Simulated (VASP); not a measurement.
# GeCl2 (Fm-3m) in VASP: further runs, part 2 of 2

VASP 6.6.1. The steps go on from the part before.

### Step 3. Single point, PBE (25.62 Å³/atom)

This run uses another cell than the first one, of 25.62 Å³/atom.

File INCAR:

```
PREC     = Accurate       # precision mode
ENCUT    = 520            # plane-wave cutoff, eV
EDIFF    = 1E-6           # SCF threshold, eV
ISMEAR   = 0              # smearing method
SIGMA    = 0.02           # smearing width, eV
LREAL    = False          # projectors in reciprocal space
LASPH    = True           # aspherical terms in the spheres
NELM     = 100            # most SCF steps
ALGO     = Normal         # electronic algorithm
ISIF     = 2              # what is computed and relaxed
LWAVE    = False          # write WAVECAR
LCHARG   = False          # write CHGCAR
GGA      = PE             # functional
NBANDS   = 21             # bands
```

File KPOINTS:

```
Automatic mesh
0
Gamma
  6 6 6
```

File POSCAR:

```
GeCl2
1.0
    0.0000000000      3.3745315059      3.3745315059
    3.3745315059      0.0000000000      3.3745315059
    3.3745315059      3.3745315059      0.0000000000
Ge Cl
1 2
Direct
    0.0000000000      0.0000000000      0.0000000000
    0.2500000000      0.2500000000      0.2500000000
    0.7500000000      0.7500000000      0.7500000000
```

Potentials or basis: VASP PAW PBE potentials, release 64 (Ge_d, Cl).

The run is started by

```console
$ cat potpaw_PBE.64/Ge_d/POTCAR potpaw_PBE.64/Cl/POTCAR > POTCAR
$ mpirun -np 1 vasp_std > vasp.out
```

OUTCAR:

```text
PREC = Accurate
   ENCUT = 520
   EDIFF = 1E-6
   ISMEAR = 0
   LREAL = False
   LASPH = True
   NELM = 100
   ISIF = 2
   GGA = PE

 ion  position               nearest neighbor table
   1  0.000  0.000  0.000-
   2  0.250  0.250  0.250-
   3  0.750  0.750  0.750-

  LATTYP: Found a face centered cubic cell.
 ALAT       =     6.7490630118

  Lattice vectors:

 A1 = (   0.0000000000,   3.3745315059,   3.3745315059)
 A2 = (   3.3745315059,   0.0000000000,   3.3745315059)
 A3 = (   3.3745315059,   3.3745315059,   0.0000000000)

Analysis of symmetry for initial positions (statically):
=====================================================================
 Subroutine PRICEL returns:
 Original cell was already a primitive cell.

 Routine SETGRP: Setting up the symmetry group for a
 face centered cubic supercell.

 Subroutine GETGRP returns: Found 48 space group operations
 (whereof 48 operations were pure point group operations)
 out of a pool of 48 trial point group operations.

The static configuration has the point symmetry O_h .

Analysis of symmetry for dynamics (positions and initial velocities):
=====================================================================
 Subroutine PRICEL returns:
 Original cell was already a primitive cell.

 Routine SETGRP: Setting up the symmetry group for a
 face centered cubic supercell.

 Subroutine GETGRP returns: Found 48 space group operations
 (whereof 48 operations were pure point group operations)
 out of a pool of 48 trial point group operations.

The dynamic configuration has the point symmetry O_h .

 Subroutine INISYM returns: Found 48 space group operations
 (whereof 48 operations are pure point group operations),
 and found     1 'primitive' translations

[... 98 lines left out ...]
   NELECT =      28.0000    total number of electrons
   NUPDOWN=      -1.0000    fix difference up-down
   EMIN   =  10.00;   EMAX   =-10.00  energy-range for DOS
   EFERMI =   0.00;   METHOD = LEGACY
   ISMEAR =     0;   SIGMA  =   0.02  broadening in eV -4-tet -1-fermi 0-gaus
   EFERMI_NEDOS =   21; number of points for ismear=-14 and -15
   IALGO  =     38    algorithm
   IMIX   =      4    mixing-type and parameters
     AMIX     =   0.40;   BMIX     =  1.00
     AMIX_MAG =   1.60;   BMIX_MAG =  1.00
  volume/ion in A,a.u.               =      25.62       172.88
  Fermi-wavevector in a.u.,A,eV,Ry     =   1.169241  2.209545 18.600857  1.367124
  Thomas-Fermi vector in A             =   2.305716
   LORBIT       =      0    0 simple, 1 ext, 2 COOP (PROOUT), +10 PAW based schemes
   GGA     = PE    functional components
   LHFCALC =     F    Hartree Fock is set to
   AEXX    =    0.0000 exact exchange contribution
   IVDW    =     0    specifies the selected vdW correction
   LEPSILON=     F    determine dielectric tensor
   LRPA    =     F    only Hartree local field effects (RPA)
 non-spin polarized calculation
 Gauss-broadening in eV      SIGMA  =   0.02
  energy-cutoff  :      520.00
  volume of cell :       76.85
 maximum number of plane-waves:      2090
   NGX = 17   NGY = 17   NGZ = 17

 number of electron      28.0000012 magnetization

 Free energy of the ion-electron system (eV)
  ---------------------------------------------------
  ext. energy  EPLUGINS =         0.00000000
  ---------------------------------------------------
  free energy    TOTEN  =       -10.03273385 eV

  energy without entropy =      -10.03273385  energy(sigma->0) =      -10.03273385

 E-fermi :   1.1849     XC(G=0):  -8.6992

 val. band max:        1.0238723226   @ k =   0.5000   0.0000   0.0000
 cond. band min:       3.7490685064   @ k =   0.3333   0.3333   0.0000
 fundamental gap:      2.7251961838
 Fermi energy:         1.1849381811

 k-point     1 :       0.0000    0.0000    0.0000
  band No.  band energies     occupation
      1     -23.0941      2.00000
      2     -23.0941      2.00000
      3     -23.0922      2.00000
      4     -23.0922      2.00000
      5     -23.0922      2.00000
      6     -13.0479      2.00000
[... 373 lines left out ...]
     20      11.9672      0.00000
     21      12.4592      0.00000

------------------------ aborting loop because EDIFF is reached ----------------------------------------

  FORCE on cell =-STRESS in cart. coord.  units (eV):
  Direction    XX          YY          ZZ          XY          YZ          ZX
  --------------------------------------------------------------------------------------
  -------------------------------------------------------------------------------------
  Total       -1.1332170     -1.1332170     -1.1332170      0.0000000      0.0000000     -0.0000000
  in kB      -23.6239873    -23.6239873    -23.6239873      0.0000000      0.0000000     -0.0000000
  external PRESSURE =     -23.6239873 kB  Pullay stress =       0.0000000 kB

 VOLUME and BASIS-vectors are now :
 -----------------------------------------------------------------------------
  energy-cutoff  :      520.00
  volume of cell :       76.85
      direct lattice vectors                 reciprocal lattice vectors
     0.000000000  3.374531506  3.374531506    -0.148168716  0.148168716  0.148168716
     3.374531506  0.000000000  3.374531506     0.148168716 -0.148168716  0.148168716
     3.374531506  3.374531506  0.000000000     0.148168716  0.148168716 -0.148168716

 POSITION                                       TOTAL-FORCE (eV/Angst)
 -----------------------------------------------------------------------------------
      0.00000      0.00000      0.00000         0.000000     -0.000000      0.000000
      1.68727      1.68727      1.68727         0.000000      0.000000      0.000000
      5.06180      5.06180      5.06180        -0.000000     -0.000000     -0.000000
 -----------------------------------------------------------------------------------
    total drift:                               -0.000000      0.000000      0.000000

  FREE ENERGIE OF THE ION-ELECTRON SYSTEM (eV)
  ---------------------------------------------------
  free  energy   TOTEN  =       -10.0327338504 eV

  energy  without entropy=      -10.0327338504  energy(sigma->0) =      -10.03273385
```

Wall time 22 s (1 thread of Intel Xeon Platinum 8488C (Sapphire Rapids), shared host); peak memory 0.2 GiB.

Results:

| Property | Result |
| --- | --- |
| Free energy | -10.0327 eV |
| Pressure | -2.4 GPa |
| Band gap on the k mesh | 2.73 eV (least direct gap 2.91 eV) |

Levels at points of the mesh, in eV from the valence-band top:
```
           k point  band 10  band 11  band 12  band 13  band 14  band 15  band 16  band 17  band 18  band 19
(0.00, 0.00, 0.00)    -2.15    -2.15    -1.07    -1.07    -1.07     2.99     2.99     2.99     8.41     8.64
(0.50, 0.00, 0.00)    -2.19    -2.19    -1.56    -1.56     0.00     4.18     4.18     4.55     9.16     9.97
(0.50, 0.50, 0.00)    -3.26    -1.10    -0.33    -0.33    -0.04     2.88     5.02     5.02     7.84    10.22
```

A k mesh can miss the band edges.

### Step 4. Single point, PBE (26.58 Å³/atom)

This run uses another cell than the first one, of 26.58 Å³/atom.

File INCAR:

```
SYSTEM = GeCl2
PREC     = Accurate       ! precision mode
ENCUT    = 520            ! plane-wave cutoff, eV
EDIFF    = 1E-6           ! SCF threshold, eV
ISMEAR   = 0              ! smearing method
SIGMA    = 0.02           ! smearing width, eV
LREAL    = .False.        ! projectors in reciprocal space
LASPH    = .True.         ! aspherical terms in the spheres
NELM     = 80             ! most SCF steps
ALGO     = Normal         ! electronic algorithm
ISIF     = 2              ! what is computed and relaxed
LWAVE    = .False.        ! write WAVECAR
LCHARG   = .False.        ! write CHGCAR
GGA      = PE             ! functional
NBANDS   = 21             ! bands
```

File KPOINTS:

```
Automatic mesh
0
Gamma
  6 6 6
  0 0 0
```

File POSCAR:

```
GeCl2
1.0
    0.0000000000      3.4164554387      3.4164554387
    3.4164554387      0.0000000000      3.4164554387
    3.4164554387      3.4164554387      0.0000000000
Ge Cl
1 2
Direct
    0.0000000000      0.0000000000      0.0000000000
    0.2500000000      0.2500000000      0.2500000000
    0.7500000000      0.7500000000      0.7500000000
```

The run is started by

```console
$ cat potpaw_PBE.64/Ge_d/POTCAR potpaw_PBE.64/Cl/POTCAR > POTCAR
$ mpirun -np 1 vasp_std > vasp.out
```

It took 21 s on 1 thread of Intel Xeon Platinum 8488C (Sapphire Rapids), shared host; peak memory 0.2 GiB.

Results (log left out):

- Free energy: -9.9812 eV
- Pressure: -3.5 GPa
- Band gap on the k mesh: 2.69 eV (least direct gap 2.81 eV)

Levels at points of the mesh, in eV from the valence-band top:
```tsv
k point	band 12	band 13	band 14	band 15	band 16	band 17
(0.00, 0.00, 0.00)	-0.98	-0.98	-0.98	2.99	2.99	2.99
(0.50, 0.00, 0.00)	-1.43	-1.43	-0.03	4.09	4.09	4.39
(0.50, 0.50, 0.00)	-0.28	-0.28	0.00	2.81	4.88	4.88
```

Caveat: the cell stands under tension. A k mesh can miss the band edges.

### Step 5. Single point, r2SCAN

This run uses another cell than the first one, of 24.17 Å³/atom.

File POSCAR:

```
GeCl2
1.0
    0.0000000000      3.3096205066      3.3096205066
    3.3096205066      0.0000000000      3.3096205066
    3.3096205066      3.3096205066      0.0000000000
Ge Cl
1 2
Direct
    0.0000000000      0.0000000000      0.0000000000
    0.2500000000      0.2500000000      0.2500000000
    0.7500000000      0.7500000000      0.7500000000
```

File INCAR.step1:

```
SYSTEM = GeCl2
  ALGO = Normal
  EDIFF = 1E-4
  ENCUT = 520
  GGA = PE
  ISMEAR = 0
  LASPH = .True.
  LCHARG = .False.
  LREAL = .False.
  LWAVE = .True.
  NBANDS = 21
  NELM = 100
  PREC = Accurate
  SIGMA = 0.02
```

File INCAR.step2:

```
SYSTEM = GeCl2
  ALGO = Normal
  EDIFF = 1E-6
  ENCUT = 520
  ISIF = 2
  ISMEAR = 0
  ISTART = 1
  LASPH = .True.
  LCHARG = .True.
  LELF = .True.
  LMIXTAU = .True.
  LREAL = .False.
  LVHAR = .True.
  LWAVE = .False.
  METAGGA = R2SCAN
  NBANDS = 21
  NELM = 100
  PREC = Accurate
  SIGMA = 0.02
```

File KPOINTS:

```
k-points
0
Gamma
  6 6 6
  0 0 0
```

Potentials or basis: VASP PAW PBE potentials, release 64 (Ge_d, Cl).

The run is started by

```console
$ cat potpaw_PBE.64/Ge_d/POTCAR potpaw_PBE.64/Cl/POTCAR > POTCAR
$ cp INCAR.step1 INCAR
$ mpirun -np 1 vasp_std > vasp.out
$ cp INCAR.step2 INCAR
$ mpirun -np 1 vasp_std > vasp.out
```

OUTCAR:

```text
SYSTEM = GeCl2
   EDIFF = 1E-6
   ENCUT = 520
   ISIF = 2
   ISMEAR = 0
   ISTART = 1
   LASPH = .True.
   LREAL = .False.
   METAGGA = R2SCAN
   NELM = 100
   PREC = Accurate

 ion  position               nearest neighbor table
   1  0.000  0.000  0.000-
   2  0.250  0.250  0.250-
   3  0.750  0.750  0.750-

  LATTYP: Found a face centered cubic cell.
 ALAT       =     6.6192410132

[... 563 lines left out ...]

------------------------ aborting loop because EDIFF is reached ----------------------------------------

  FORCE on cell =-STRESS in cart. coord.  units (eV):
  Direction    XX          YY          ZZ          XY          YZ          ZX
  --------------------------------------------------------------------------------------
  -------------------------------------------------------------------------------------
  Total       -0.4838941     -0.4838941     -0.4838941     -0.0000000      0.0000000     -0.0000000
  in kB      -10.6929203    -10.6929203    -10.6929203     -0.0000000      0.0000000     -0.0000000
  external PRESSURE =     -10.6929203 kB  Pullay stress =       0.0000000 kB

 VOLUME and BASIS-vectors are now :
 -----------------------------------------------------------------------------
  energy-cutoff  :      520.00
  volume of cell :       72.50
      direct lattice vectors                 reciprocal lattice vectors
     0.000000000  3.309620507  3.309620507    -0.151074723  0.151074723  0.151074723
     3.309620507  0.000000000  3.309620507     0.151074723 -0.151074723  0.151074723
     3.309620507  3.309620507  0.000000000     0.151074723  0.151074723 -0.151074723

 POSITION                                       TOTAL-FORCE (eV/Angst)
 -----------------------------------------------------------------------------------
      0.00000      0.00000      0.00000         0.000000      0.000000      0.000000
      1.65481      1.65481      1.65481        -0.000000     -0.000000     -0.000000
      4.96443      4.96443      4.96443         0.000000      0.000000      0.000000
 -----------------------------------------------------------------------------------
    total drift:                               -0.000000      0.000000      0.000000

  FREE ENERGIE OF THE ION-ELECTRON SYSTEM (eV)
  ---------------------------------------------------
  free  energy   TOTEN  =       -27.9384328742 eV

  energy  without entropy=      -27.9384328742  energy(sigma->0) =      -27.93843287
```

OUTCAR.step1:

```text
SYSTEM = GeCl2
   EDIFF = 1E-4
   ENCUT = 520
   GGA = PE
   ISMEAR = 0
[... 598 lines left out ...]
      0.00000      0.00000      0.00000        -0.000000     -0.000000      0.000000
      1.65481      1.65481      1.65481         0.000000      0.000000      0.000000
      4.96443      4.96443      4.96443        -0.000000      0.000000     -0.000000
 -----------------------------------------------------------------------------------
    total drift:                               -0.000000      0.000000      0.000000

  FREE ENERGIE OF THE ION-ELECTRON SYSTEM (eV)
  ---------------------------------------------------
  free  energy   TOTEN  =       -10.0646302600 eV

  energy  without entropy=      -10.0646302600  energy(sigma->0) =      -10.06463026
```

Wall time 66 s (1 thread of Intel Xeon Platinum 8488C (Sapphire Rapids), shared host); peak memory 0.21 GiB.

What came out:

* Free energy: -27.9384 eV
* Pressure: -1.1 GPa
* Band gap on the k mesh: 2.94 eV (least direct gap 3.50 eV)

Caveat: the PAW data sets were made with another functional, which shifts forces and pressure a little.

### Step 6. Relaxation of cell and atoms, PBE

This run uses another cell than the first one, of 21.04 Å³/atom.

File INCAR:

```
PREC = Accurate
ENCUT = 600
EDIFF = 1E-7
ISMEAR = 0
SIGMA = 0.1
LREAL = F
LASPH = T
NELM = 60
ALGO = Normal
ISIF = 3
LWAVE = F
LCHARG = F
GGA = PE
IBRION = 2
NSW = 90
EDIFFG = -0.04
```

File KPOINTS:

```
regular mesh
0
Gamma
  6 6 6
```

File POSCAR:

```
GeCl2
1.0
    0.0000000000      3.1603200200      3.1603200200
    3.1603200200      0.0000000000      3.1603200200
    3.1603200200      3.1603200200      0.0000000000
Ge Cl
1 2
Direct
    0.0000000000      0.0000000000      0.0000000000
    0.2500000000      0.2500000000      0.2500000000
    0.7500000000      0.7500000000      0.7500000000
```

Potentials or basis: VASP PAW PBE potentials, release 64 (Ge_d, Cl).

The run is started by

```console
$ cat potpaw_PBE.64/Ge_d/POTCAR potpaw_PBE.64/Cl/POTCAR > POTCAR
$ mpirun -np 1 vasp_std > vasp.out
```

Run time: 40 s. Hardware: 1 thread of Intel Xeon Platinum 8488C (Sapphire Rapids), shared host; peak memory 0.21 GiB.

The run converged. Its results:

```
Free energy                           : -10.0638 eV
Relaxed volume                        : 24.15 Å³/atom
Relaxed cell                          : a = 4.679 Å, b = 4.679 Å, c = 4.679 Å, α = 60.00°, β = 60.00°, γ = 60.00°
Space group after relaxing (to 0.1 Å) : Fm-3m (No. 225)
Energy gained by relaxing             : 70.6 meV/atom
Ionic steps                           : 3
Pressure after relaxing               : 0.0 GPa
Band gap on the k mesh                : 2.67 eV (least direct gap 3.08 eV)
```

Step by step:
```tsv
step	energy change (eV)	largest force (eV/Å)	pressure (GPa)	volume (Å³)
1	0.0000	0.0000	8.17	63.13
2	-0.2101	0.0000	-0.57	73.44
3	-0.2118	0.0000	0.04	72.44
```

Final structure:
```
CELL_PARAMETERS angstrom
0.00000 3.30857 3.30857
3.30857 0.00000 3.30857
3.30857 3.30857 0.00000
ATOMIC_POSITIONS crystal
Ge 0.00000 0.00000 0.00000
Cl 0.25000 0.25000 0.25000
Cl 0.75000 0.75000 0.75000
```

Levels at points of the mesh, in eV from the valence-band top:
```tsv
k point	band 12	band 13	band 14	band 15	band 16	band 17
(0.00, 0.00, 0.00)	-1.29	-1.29	-1.29	2.91	2.91	2.91
(0.50, 0.00, 0.00)	-1.85	-1.85	0.00	4.25	4.25	4.76
(0.50, 0.50, 0.00)	-0.48	-0.48	-0.16	2.93	5.20	5.20
```

A k mesh can miss the band edges.

### Step 7. The runs side by side

```csv
task,level,cell,cutoff (eV),smearing,gap on the mesh (eV),pressure (GPa)
single point,PBE,"a = 4.727 Å, angles 60.0°, 3 atoms",520,gaussian 0.02 eV,2.72,-1.3
single point,PBE,"a = 4.772 Å, angles 60.0°, 3 atoms",520,gaussian 0.02 eV,2.73,-2.4
single point,PBE,"a = 4.832 Å, angles 60.0°, 3 atoms",520,gaussian 0.02 eV,2.69,-3.5
single point,r2SCAN,"a = 4.681 Å, angles 60.0°, 3 atoms",520,gaussian 0.02 eV,2.94,-1.1
relaxation of cell and atoms,PBE,"relaxed from a = 4.469 Å, angles 60.0°, 3 atoms",600,gaussian 0.1 eV,2.67,0.0
```

Alike in all rows: potentials or basis VASP PAW PBE potentials, release 64 (Ge_d, Cl); no spin polarisation; k mesh 6 × 6 × 6.

Caveats: the cell stands under tension (at least some runs); the PAW data sets were made with another functional, which shifts forces and pressure a little (at least some runs).

Total energies depend on the potentials used, so only differences within one code and one set of settings carry meaning.
